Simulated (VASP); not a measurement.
Input of a VASP 6.6.1 run:

Contents of INCAR:

```
PREC     = Accurate       # precision mode
ENCUT    = 520            # plane-wave cutoff, eV
EDIFF    = 1E-6           # SCF threshold, eV
ISMEAR   = 0              # smearing method
SIGMA    = 0.1            # smearing width, eV
LREAL    = False          # projectors in reciprocal space
LASPH    = True           # aspherical terms in the spheres
NELM     = 60             # most SCF steps
ALGO     = Normal         # electronic algorithm
ISIF     = 2              # what is computed and relaxed
LWAVE    = False          # write WAVECAR
LCHARG   = True           # write CHGCAR
GGA      = PS             # functional
LELF     = True           # ELF
LVHAR    = True         
NBANDS   = 14             # bands
```

File KPOINTS:

```
Automatic mesh
0
Gamma
  6 6 6
```

The input POSCAR:

```
TiAl
1.0
    3.0180000000      0.0000000000      0.0000000000
    0.0000000000      3.0180000000      0.0000000000
    0.0000000000      0.0000000000      3.0180000000
Ti Al
1 1
Direct
    0.5000000000      0.5000000000      0.5000000000
    0.0000000000      0.0000000000      0.0000000000
```

Potentials or basis: VASP PAW PBE potentials, release 64 (Ti_sv, Al).

Command:

```sh
$ cat potpaw_PBE.64/Ti_sv/POTCAR potpaw_PBE.64/Al/POTCAR > POTCAR
$ mpirun -np 1 vasp_std > vasp.out
```

(1) Estimate the pressure.

Answers

(1) 20.6 GPa.

Caveat: the PAW data sets were made with another functional, which shifts forces and pressure a little.
